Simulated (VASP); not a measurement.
# C (P6_3/mmc) in VASP: a series of runs

C is run at these levels: PBEsol; tasks: single point.

All numbers are computed with VASP 6.6.1; they aren't measurements. Logs are shortened: lines on timing, memory, paths and dates and some standing lists are left out, and cuts for length are marked.

## (1) The cell of the first run

It takes space group P6_3/mmc (No. 194, hexagonal). The conventional cell has a = 2.499 Å, b = 2.499 Å, c = 4.119 Å, α = 90.00°, β = 90.00°, γ = 120.00°. Within 2.0 Å of C (site symmetry 3m) lie 4 C at 1.53 to 1.54 Å.

## (2) Single point, PBEsol, non-collinear spin, zero start, spin-orbit coupling

The input, INCAR:

```
ALGO = Normal ; EDIFF = 1E-6
ENCUT = 600 ; GGA = PS
GGA_COMPAT = F ; ISIF = 2
ISMEAR = 0 ; LASPH = T
LCHARG = T ; LORBIT = 11
LORBMOM = T ; LREAL = F
LSORBIT = T ; LVHAR = T
LWAVE = F ; MAGMOM = 0 0 0 0 0 0 0 0 0 0 0 0
NBANDS = 30 ; NELM = 200
PREC = Accurate ; SIGMA = 0.01
```

The input, KPOINTS:

```
k-points
0
Gamma
  9 9 6
```

The input, POSCAR:

```
C
1.0
    2.4990941175      0.0000000000      0.0000000000
   -1.2495470588      2.1642789922      0.0000000000
    0.0000000000      0.0000000000      4.1189829197
C
4
Direct
    0.3333333333      0.6666666667     -0.0002589785
    0.6666666667      0.3333333333      0.4997410215
    0.3333333333      0.6666666667      0.3742589785
    0.6666666667      0.3333333333      0.8742589785
```

Potentials or basis: VASP PAW PBE potentials, release 64 (C).

On the command line:

```console
$ cat potpaw_PBE.64/C/POTCAR > POTCAR
$ mpirun -np 1 vasp_ncl > vasp.out
```

OUTCAR:

```text
EDIFF = 1E-6
   ENCUT = 600
   GGA = PS
   ISIF = 2
   ISMEAR = 0
   LASPH = T
   LORBIT = 11
   LREAL = F
   LSORBIT = T
   NELM = 200
   PREC = Accurate

 ion  position               nearest neighbor table
   1  0.333  0.667  1.000-   4 1.53   4 1.53   4 1.53   3 1.54
   2  0.667  0.333  0.500-   3 1.53   3 1.53   3 1.53   4 1.54
   3  0.333  0.667  0.374-   2 1.53   2 1.53   2 1.53   1 1.54
   4  0.667  0.333  0.874-   1 1.53   1 1.53   1 1.53   2 1.54

  LATTYP: Found a hexagonal cell.
 ALAT       =     2.4990941175
 C/A-ratio  =     1.6481903946

  Lattice vectors:

 A1 = (   2.4990941175,   0.0000000000,   0.0000000000)
 A2 = (  -1.2495470588,   2.1642789922,   0.0000000000)
 A3 = (   0.0000000000,   0.0000000000,   4.1189829197)

Analysis of symmetry for initial positions (statically):
=====================================================================
 Subroutine PRICEL returns:
 Original cell was already a primitive cell.

 Routine SETGRP: Setting up the symmetry group for a
 hexagonal supercell.

 Subroutine GETGRP returns: Found 24 space group operations
 (whereof  6 operations were pure point group operations)
 out of a pool of 24 trial point group operations.

The static configuration has the point symmetry C_3v.
 The point group associated with its full space group is D_6h.

Analysis of symmetry for dynamics (positions and initial velocities):
=====================================================================
 Subroutine PRICEL returns:
 Original cell was already a primitive cell.

 Routine SETGRP: Setting up the symmetry group for a
 hexagonal supercell.

 Subroutine GETGRP returns: Found 24 space group operations
 (whereof  6 operations were pure point group operations)
 out of a pool of 24 trial point group operations.

The dynamic configuration has the point symmetry C_3v.
 The point group associated with its full space group is D_6h.

Analysis of structural, dynamic, and magnetic symmetry:
=====================================================================
 Subroutine PRICEL returns:
 Original cell was already a primitive cell.

 Routine SETGRP: Setting up the symmetry group for a
 hexagonal supercell.

 Subroutine GETGRP returns: Found 24 space group operations
 (whereof  6 operations were pure point group operations)
 out of a pool of 24 trial point group operations.

The overall configuration has the point symmetry C_3v.
 The point group associated with its full space group is D_6h.

 Subroutine INISYM returns: Found 24 space group operations
 (whereof  6 operations are pure point group operations),
[... 932 lines left out ...]
     -0.00000      1.44285      1.54157         0.000000     -0.000000     -0.001911
      1.24955      0.72143      3.60106        -0.000000      0.000000     -0.001911
 -----------------------------------------------------------------------------------
    total drift:                               -0.000000      0.000000     -0.000004

  FREE ENERGIE OF THE ION-ELECTRON SYSTEM (eV)
  ---------------------------------------------------
  free  energy   TOTEN  =       -38.4016414634 eV

  energy  without entropy=      -38.4016414634  energy(sigma->0) =      -38.40164146

 orbital moment (x)

 # of ion     p       tot
 --------------------------------
  1         0.000   0.000
  2        -0.000  -0.000
  3        -0.000  -0.000
  4         0.000   0.000
 --------------------------------
           -0.000  -0.000

 orbital moment (y)

 # of ion     p       tot
 --------------------------------
  1         0.000   0.000
  2        -0.000  -0.000
  3        -0.000  -0.000
  4         0.000   0.000
 --------------------------------
           -0.000  -0.000

 orbital moment (z)

 # of ion     p       tot
 --------------------------------
  1         0.000   0.000
  2         0.000   0.000
  3         0.000   0.000
  4         0.000   0.000
 --------------------------------
            0.000   0.000

 Spin-Orbit-Coupling matrix elements

 Ion:    1  E_soc:     -0.0000135
 l=   1
     0.0000000    -0.0000023    -0.0000022
    -0.0000023     0.0000000    -0.0000023
    -0.0000022    -0.0000023     0.0000000
 l=   2
     0.0000000     0.0000000     0.0000000     0.0000000     0.0000000
     0.0000000     0.0000000     0.0000000     0.0000000     0.0000000
     0.0000000     0.0000000     0.0000000     0.0000000     0.0000000
     0.0000000     0.0000000     0.0000000     0.0000000     0.0000000
     0.0000000     0.0000000     0.0000000     0.0000000     0.0000000
 l=   3
     0.0000000     0.0000000     0.0000000     0.0000000     0.0000000     0.0000000     0.0000000
     0.0000000     0.0000000     0.0000000     0.0000000     0.0000000     0.0000000     0.0000000
     0.0000000     0.0000000     0.0000000     0.0000000     0.0000000     0.0000000     0.0000000
     0.0000000     0.0000000     0.0000000     0.0000000     0.0000000     0.0000000     0.0000000
[... 49 lines left out ...]
 l=   2
     0.0000000     0.0000000     0.0000000     0.0000000     0.0000000
     0.0000000     0.0000000     0.0000000     0.0000000     0.0000000
     0.0000000     0.0000000     0.0000000     0.0000000     0.0000000
     0.0000000     0.0000000     0.0000000     0.0000000     0.0000000
     0.0000000     0.0000000     0.0000000     0.0000000     0.0000000
 l=   3
     0.0000000     0.0000000     0.0000000     0.0000000     0.0000000     0.0000000     0.0000000
     0.0000000     0.0000000     0.0000000     0.0000000     0.0000000     0.0000000     0.0000000
     0.0000000     0.0000000     0.0000000     0.0000000     0.0000000     0.0000000     0.0000000
     0.0000000     0.0000000     0.0000000     0.0000000     0.0000000     0.0000000     0.0000000
     0.0000000     0.0000000     0.0000000     0.0000000     0.0000000     0.0000000     0.0000000
     0.0000000     0.0000000     0.0000000     0.0000000     0.0000000     0.0000000     0.0000000
     0.0000000     0.0000000     0.0000000     0.0000000     0.0000000     0.0000000     0.0000000

 total charge

# of ion       s       p       d       tot
------------------------------------------
    1        0.827   1.761   0.000   2.588
    2        0.827   1.761   0.000   2.588
    3        0.827   1.761   0.000   2.588
    4        0.827   1.761   0.000   2.588
--------------------------------------------------
tot          3.307   7.045   0.000  10.352

 magnetization (x)

# of ion       s       p       d       tot
------------------------------------------
    1       -0.000   0.000   0.000  -0.000
    2        0.000  -0.000   0.000  -0.000
    3        0.000   0.000   0.000   0.000
    4       -0.000   0.000   0.000  -0.000
--------------------------------------------------
tot          0.000   0.000   0.000   0.000

 magnetization (y)

# of ion       s       p       d       tot
------------------------------------------
    1        0.000  -0.000   0.000  -0.000
    2       -0.000   0.000   0.000  -0.000
    3        0.000  -0.000   0.000  -0.000
    4        0.000  -0.000   0.000  -0.000
--------------------------------------------------
tot         -0.000  -0.000   0.000  -0.000

 magnetization (z)

# of ion       s       p       d       tot
------------------------------------------
    1       -0.000   0.000   0.000  -0.000
    2        0.000   0.000   0.000   0.000
    3        0.000  -0.000   0.000  -0.000
    4        0.000   0.000   0.000   0.000
--------------------------------------------------
tot         -0.000   0.000   0.000   0.000
```

stdout:

```text
POSCAR found type information on POSCAR C
 POSCAR found :  1 types and       4 ions
 scaLAPACK will be used
 -----------------------------------------------------------------------------
|                                                                             |
|                                                                             |
|     You enforced a specific xc type in the INCAR file but a different       |
|     I HOPE YOU KNOW WHAT YOU ARE DOING!                                     |
|                                                                             |
 -----------------------------------------------------------------------------

 LDA part: xc-table for (Slater+PW92), standard interpolation
 POSCAR, INCAR and KPOINTS ok, starting setup
 FFT: planning ... GRIDC
 FFT: planning ... GRID_SOFT
 FFT: planning ... GRID
 WAVECAR not read
 entering main loop
```

It took 1.8 min on 1 thread of Intel Xeon 8259CL, shared host; peak memory 0.22 GiB.

What came out:

```yaml
Free_energy: -38.4016 eV
Pressure: 5.1 GPa
Net_moment: 0.00 μB per cell
Valence_electrons_inside_the_program's_atomic_spheres: C 2.59
```

Moments on the atoms (μB; x, y, z):
```
C   0.00 0.00 0.00
C   0.00 0.00 0.00
C   0.00 0.00 0.00
C   0.00 0.00 0.00
```

Caveat: the stress differs along the axes, from 1 to 14 GPa; the PAW data sets were made with another functional, which shifts forces and pressure a little.

## (3) Single point, PBEsol, non-collinear spin, zero start, spin-orbit coupling

The input, INCAR:

```
SYSTEM = C
  PREC = Accurate
  ENCUT = 600
  EDIFF = 1E-6
  ISMEAR = 0
  SIGMA = 0.01
  LREAL = .FALSE.
  LASPH = .TRUE.
  NELM = 200
  ALGO = Normal
  ISIF = 2
  LWAVE = .FALSE.
  LCHARG = .FALSE.
  MAGMOM = 0 0 0 0 0 0 0 0 0 0 0 0
  LORBIT = 11
  LSORBIT = .TRUE.
  GGA_COMPAT = .FALSE.
  LORBMOM = .TRUE.
  GGA = PS
  NBANDS = 30
```

The input, KPOINTS:

```
Automatic mesh
0
G
  9 9 6
  0 0 0
```

POSCAR is that of step 2.

Potentials or basis: VASP PAW PBE potentials, release 64 (C).

On the command line:

```console
$ cat potpaw_PBE.64/C/POTCAR > POTCAR
$ mpirun -np 1 vasp_ncl > vasp.out
```

It took 1.8 min on 1 thread of Intel Xeon 8259CL, shared host; peak memory 0.22 GiB.

Results (log left out):

```
Free energy                                           : -38.4016 eV
Pressure                                              : 5.1 GPa
Net moment                                            : 0.00 μB per cell
Valence electrons inside the program's atomic spheres : C 2.59
```

Stress tensor (GPa, compression positive):
```
 0.52  0.00  0.00
 0.00  0.52  0.00
 0.00  0.00 14.35
```

Moments on the atoms (μB; x, y, z):
```
C   0.00 0.00 0.00
C   0.00 0.00 0.00
C   0.00 0.00 0.00
C   0.00 0.00 0.00
```

Caveat: the stress differs along the axes, from 1 to 14 GPa; the PAW data sets were made with another functional, which shifts forces and pressure a little.
